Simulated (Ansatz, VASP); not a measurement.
# P: VASP beside Ansatz

```
P
1.0
     4.78014    2.75982    1.11369
    -4.78014    2.75982    1.11369
     0.00000   -5.51963    1.11369
P
6
Direct
  0.80621 0.18515 0.80621
  0.19379 0.19379 0.81485
  0.18515 0.80621 0.80621
  0.81485 0.19379 0.19379
  0.80621 0.80621 0.18515
  0.19379 0.81485 0.19379
```

Alike in both runs: task single point; functional PBE; k mesh 6 × 6 × 6; occupations gaussian, width 0.1 eV; no spin polarisation.

|  | VASP | Ansatz |
| --- | --- | --- |
| version | VASP 6.6.1 | Ansatz 0.2.0 |
| potentials or method | VASP PAW PBE potentials, release 64 (P), cutoff 520 eV | scalar-relativistic, plane waves, PAW |
| valence electrons in the cell | 30 | 30 |

```tsv
	VASP	Ansatz	Ansatz less VASP
gap on the k mesh at the Fermi level (eV)	none	none	-
rms of the force components (eV/Å)	1.158	1.187	+0.0289
```

Atom by atom the forces differ by 0.029 eV/Å (rms over components). A gap of «none» marks a metal or a gap that the smearing closes.
